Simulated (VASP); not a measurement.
# W (Fm-3m) in VASP: further runs, part 2 of 2

VASP 6.6.1. The steps go on from the part before.

## 4. Single point, LDA

This run uses another cell than the first one, of 16.73 Å³/atom, 1.087 times its volume.

INCAR

```
SYSTEM = W
  ALGO = Normal
  EDIFF = 1E-6
  ENCUT = 520
  GGA = CA
  ISIF = 2
  ISMEAR = -1
  LASPH = .True.
  LCHARG = .False.
  LREAL = .False.
  LWAVE = .False.
  NBANDS = 13
  NELM = 80
  PREC = Accurate
  SIGMA = 0.15
```

KPOINTS

```
k-points
0
Gamma
  12 12 12
  0 0 0
```

POSCAR

```
W
1.0
    0.0000000000      2.0300000000      2.0300000000
    2.0300000000      0.0000000000      2.0300000000
    2.0300000000      2.0300000000      0.0000000000
W
1
Direct
    0.0000000000      0.0000000000      0.0000000000
```

Started as:

```bash
$ cat potpaw_LDA.64/W_sv/POTCAR > POTCAR
$ mpirun -np 1 vasp_std > vasp.out
```

Run time: 21 s. Hardware: 1 thread of AMD EPYC 7R13, shared host; peak memory 0.11 GiB.

It converged, with:

```
Free energy            : -13.6077 eV
Pressure               : -16.3 GPa
Band gap on the k mesh : zero (band 7 reaches 13.17 eV, above the bottom of band 8 at 9.53 eV)
```

Levels at points of the mesh, in eV from the Fermi level:
```csv
k point,band 3,band 4,band 5,band 6,band 7,band 8,band 9,band 10,band 11,band 12
"(0.00, 0.00, 0.00)",-37.19,-37.19,-8.84,-0.59,-0.59,-0.59,2.41,2.41,12.81,17.87
"(0.50, 0.00, 0.00)",-37.34,-37.34,-5.50,-0.82,-0.82,0.70,4.84,4.84,9.97,12.44
"(0.50, 0.50, 0.00)",-37.58,-37.58,-5.38,-4.43,3.05,4.79,5.57,5.57,11.61,11.61
```

Caveat: spin-orbit coupling is left out, which moves the levels of the heavy elements.

## 5. Single point, LDA

This run uses another cell than the first one, of 17.40 Å³/atom, 1.130 times its volume.

INCAR

```
SYSTEM = W
  ALGO = Normal
  EDIFF = 1E-7
  ENCUT = 520
  ISIF = 2
  ISMEAR = -1
  LASPH = .True.
  LCHARG = .True.
  LELF = .True.
  LREAL = .False.
  LVHAR = .True.
  LWAVE = .False.
  NBANDS = 13
  NELM = 80
  PREC = Accurate
  SIGMA = 0.15
```

KPOINTS is that of step 4.

POSCAR

```
W
1.0
    0.0000000000      2.0567135898      2.0567135898
    2.0567135898      0.0000000000      2.0567135898
    2.0567135898      2.0567135898      0.0000000000
W
1
Direct
    0.0000000000      0.0000000000      0.0000000000
```

Started as:

```bash
$ cat potpaw_LDA.64/W_sv/POTCAR > POTCAR
$ mpirun -np 1 vasp_std > vasp.out
```

Wall time 31 s (1 thread of AMD EPYC 7R13, shared host); peak memory 0.11 GiB.

Results (log left out):

- Free energy: -13.5212 eV
- Pressure: -25.0 GPa
- Band gap on the k mesh: zero (band 7 reaches 12.45 eV, above the bottom of band 8 at 9.05 eV)

Levels at points of the mesh, in eV from the Fermi level:
| k point | band 3 | band 4 | band 5 | band 6 | band 7 | band 8 | band 9 | band 10 | band 11 | band 12 |
| --- | --- | --- | --- | --- | --- | --- | --- | --- | --- | --- |
| (0.00, 0.00, 0.00) | -37.31 | -37.31 | -8.64 | -0.55 | -0.55 | -0.55 | 2.28 | 2.28 | 12.76 | 17.63 |
| (0.50, 0.00, 0.00) | -37.44 | -37.44 | -5.30 | -0.76 | -0.76 | 0.59 | 4.58 | 4.58 | 9.40 | 12.38 |
| (0.50, 0.50, 0.00) | -37.66 | -37.66 | -5.12 | -4.20 | 2.85 | 4.52 | 5.25 | 5.25 | 11.28 | 11.28 |

Caveat: spin-orbit coupling is left out, which moves the levels of the heavy elements.

## 6. Single point, LDA

This run uses another cell than the first one, of 18.07 Å³/atom, 1.174 times its volume.

INCAR

```
PREC = Accurate ; ENCUT = 520
EDIFF = 1E-6 ; ISMEAR = -1
SIGMA = 0.15 ; LREAL = F
LASPH = T ; NELM = 60
ALGO = Normal ; ISIF = 2
LWAVE = F ; LCHARG = F
NBANDS = 13
```

KPOINTS

```
Automatic mesh
0
Gamma
  12 12 12
```

POSCAR

```
W
1.0
    0.0000000000      2.0827507031      2.0827507031
    2.0827507031      0.0000000000      2.0827507031
    2.0827507031      2.0827507031      0.0000000000
W
1
Direct
    0.0000000000      0.0000000000      0.0000000000
```

Potentials or basis: VASP PAW LDA potentials, release 64 (W_sv).

Started as:

```bash
$ cat potpaw_LDA.64/W_sv/POTCAR > POTCAR
$ mpirun -np 1 vasp_std > vasp.out
```

OUTCAR:

```text
PREC = Accurate
   ENCUT = 520
   EDIFF = 1E-6
   ISMEAR = -1
   LREAL = F
   LASPH = T
   NELM = 60
   ISIF = 2

 ion  position               nearest neighbor table
   1  0.000  0.000  0.000-

  LATTYP: Found a face centered cubic cell.
 ALAT       =     4.1655014062

  Lattice vectors:

 A1 = (   0.0000000000,   2.0827507031,   2.0827507031)
 A2 = (   2.0827507031,   0.0000000000,   2.0827507031)
 A3 = (   2.0827507031,   2.0827507031,   0.0000000000)

Analysis of symmetry for initial positions (statically):
[... 552 lines left out ...]
      5       4.8942      2.00000
      6       7.3819      1.99998
      7       8.6256      1.92222
      8       9.1719      0.78611
      9      12.9381      0.00000
     10      15.0835      0.00000
     11      17.7082      0.00000
     12      23.3299      0.00000
     13      25.4148      0.00000

 [... further k-points ...]
[... 5 lines left out ...]
  --------------------------------------------------------------------------------------
  -------------------------------------------------------------------------------------
  Total       -3.5964038     -3.5964038     -3.5964038     -0.0000000     -0.0000000      0.0000000
  in kB     -318.8872584   -318.8872584   -318.8872584     -0.0000000     -0.0000000      0.0000000
  external PRESSURE =    -318.8872584 kB  Pullay stress =       0.0000000 kB

 VOLUME and BASIS-vectors are now :
 -----------------------------------------------------------------------------
  energy-cutoff  :      520.00
  volume of cell :       18.07
      direct lattice vectors                 reciprocal lattice vectors
     0.000000000  2.082750703  2.082750703    -0.240067138  0.240067138  0.240067138
     2.082750703  0.000000000  2.082750703     0.240067138 -0.240067138  0.240067138
     2.082750703  2.082750703  0.000000000     0.240067138  0.240067138 -0.240067138

 POSITION                                       TOTAL-FORCE (eV/Angst)
 -----------------------------------------------------------------------------------
      0.00000      0.00000      0.00000         0.000000      0.000000      0.000000
 -----------------------------------------------------------------------------------
    total drift:                               -0.000000     -0.000000     -0.000000

  FREE ENERGIE OF THE ION-ELECTRON SYSTEM (eV)
  ---------------------------------------------------
  free  energy   TOTEN  =       -13.4021991484 eV

  energy  without entropy=      -13.3057869476  energy(sigma->0) =      -13.35399305
```

stdout:

```text
POSCAR found type information on POSCAR W
 POSCAR found :  1 types and       1 ions
 scaLAPACK will be used
 LDA part: xc-table for (Slater(with rela. corr.)+CA(PZ))
 , standard interpolation
 POSCAR, INCAR and KPOINTS ok, starting setup
 FFT: planning ... GRIDC
 FFT: planning ... GRID_SOFT
 FFT: planning ... GRID
 WAVECAR not read
 entering main loop
```

It took 23 s on 1 thread of AMD EPYC 7R13, shared host; peak memory 0.11 GiB.

What came out:

```
Free energy            : -13.4022 eV
Pressure               : -31.9 GPa
Band gap on the k mesh : zero (band 7 reaches 11.78 eV, above the bottom of band 8 at 8.59 eV)
```

Caveat: spin-orbit coupling is left out, which moves the levels of the heavy elements.

## 7. Overview

| cell | gap on the mesh (eV) | pressure (GPa) |
| --- | --- | --- |
| a = 2.792 Å, angles 60.0°, 1 atom | none | 7.9 |
| a = 2.832 Å, angles 60.0°, 1 atom | none | -5.5 |
| a = 2.871 Å, angles 60.0°, 1 atom | none | -16.3 |
| a = 2.909 Å, angles 60.0°, 1 atom | none | -25.0 |
| a = 2.945 Å, angles 60.0°, 1 atom | none | -31.9 |

Alike in all rows: task single point; level LDA; potentials or basis VASP PAW LDA potentials, release 64 (W_sv); no spin polarisation; k mesh 12 × 12 × 12; cutoff (eV) 520; smearing fermi-dirac 0.15 eV.

Caveats: spin-orbit coupling is left out, which moves the levels of the heavy elements.

Total energies depend on the potentials used, so only differences within one code and one set of settings carry meaning.
